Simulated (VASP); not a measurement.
Sn: single point with PBE

The system is Sn.

```
Sn
1.0
     0.00000    3.24560    3.34297
     3.24560    0.00000    3.34297
     3.24560    3.24560    0.00000
Sn
2
Direct
  0.50000 0.50000 0.50000
  0.75000 0.75000 0.75000
```

This cell differs from its parent crystal: zz strain of +3 %.

```yaml
Program: VASP 6.6.1
Task: single point
Functional: PBE
Potentials_or_basis: VASP PAW PBE potentials, release 64 (Sn_d)
Cutoff: 520 eV
k_mesh: 9 × 9 × 9
Occupations: fermi-dirac, width 0.03 eV
Spin: no spin polarisation
```

```json
{
 "Pressure": "1.8 GPa",
 "Band gap on the k mesh": "zero (band 14 reaches 5.48 eV, above the bottom of band 15 at 5.27 eV)"
}
```

Stress tensor (GPa, compression positive):
```
2.05 0.00 0.00
0.00 2.05 0.00
0.00 0.00 1.19
```

Levels at points of the mesh, in eV from the Fermi level:
```csv
k point,band 11,band 12,band 13,band 14,band 15,band 16,band 17,band 18
"(0.00, 0.00, 0.00)",-10.36,-0.81,0.00,0.20,0.20,2.16,2.16,2.28
```

It took 56 s on 1 thread of AMD EPYC 9R45 96-Core Processor (Zen 5) (shared host), peak memory 0.22 GiB.

Caveat: the cell differs from its parent crystal (zz strain of +3 %); spin-orbit coupling is left out, which moves the levels of the heavy elements.
